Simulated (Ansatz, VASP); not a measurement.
**One calculation of Ni, two programs**

```
Ni
1.0
     2.44802    0.00000    0.00000
    -1.22401    2.12005    0.00000
     0.00000    0.00000    4.07281
Ni
2
Cartesian
  0.0000 1.4134 1.0182
  1.2240 0.7067 3.0546
```

Alike in both runs: task single point; functional LDA; k mesh 15 × 15 × 8; occupations fermi-dirac, width 0.1 eV; collinear spin.

|  | VASP | Ansatz |
| --- | --- | --- |
| version | VASP 6.6.1 | Ansatz 0.2.0 |
| potentials or method | VASP PAW LDA potentials, release 64 (Ni) | plane waves, PAW |
| plane-wave cutoff (eV) | 520 | 420 |
| valence electrons in the cell | 20 | 36 |

|  | VASP | Ansatz | Ansatz less VASP |
| --- | --- | --- | --- |
| pressure (GPa) | -10.6 | -10.6 | -0.01 |
| traceless stress, the component that is largest in VASP (GPa) | -2.43 | -2.41 | +0.018 |
| net moment per atom (μB) | 0.59 | 0.61 | +0.025 |
| size of the moment on the site where the two differ most (μB) | 0.59 | 0.64 | +0.049 |

LDA's correlation is that of Perdew and Zunger in VASP and of Perdew and Wang (1992) in Ansatz. Site moments also hang on the region over which each program counts them. VASP's potentials hold 20 valence electrons a cell and Ansatz's 36, so a difference there can come from the potentials and not from the codes.
